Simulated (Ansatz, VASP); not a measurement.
**One calculation of HfN, two programs**

```
Hf N
1.0
     0.00000    2.25600    2.25600
     2.25600    0.00000    2.25600
     2.25600    2.25600    0.00000
Hf N
1 1
Direct
  0.00000 0.00000 0.00000
  0.50000 0.50000 0.50000
```

Alike in both runs: task relaxation of cell and atoms; functional PBE; k mesh 13 × 13 × 13; occupations fermi-dirac, width 0.02 eV; no spin polarisation.

|  | VASP | Ansatz |
| --- | --- | --- |
| version | VASP 6.6.1 | Ansatz 0.2.0 |
| potentials or method | VASP PAW PBE potentials, release 64 (Hf_pv, N) | PAW with Ansatz's default frozen-core files, scalar-relativistic |
| plane-wave cutoff (eV) | 600 | 420 |
| valence electrons in the cell | 15 | 31 |

|  | VASP | Ansatz | Ansatz less VASP |
| --- | --- | --- | --- |
| relaxed volume (Å³/atom) | 11.65 | 11.76 | +0.106 |
| relaxed cell length with the largest relative difference (Å) | 3.206 | 3.216 | +0.0097 |

VASP's potentials hold 15 valence electrons a cell and Ansatz's 31, so a difference there can come from the potentials and not from the codes.

Spin-orbit coupling is off throughout.
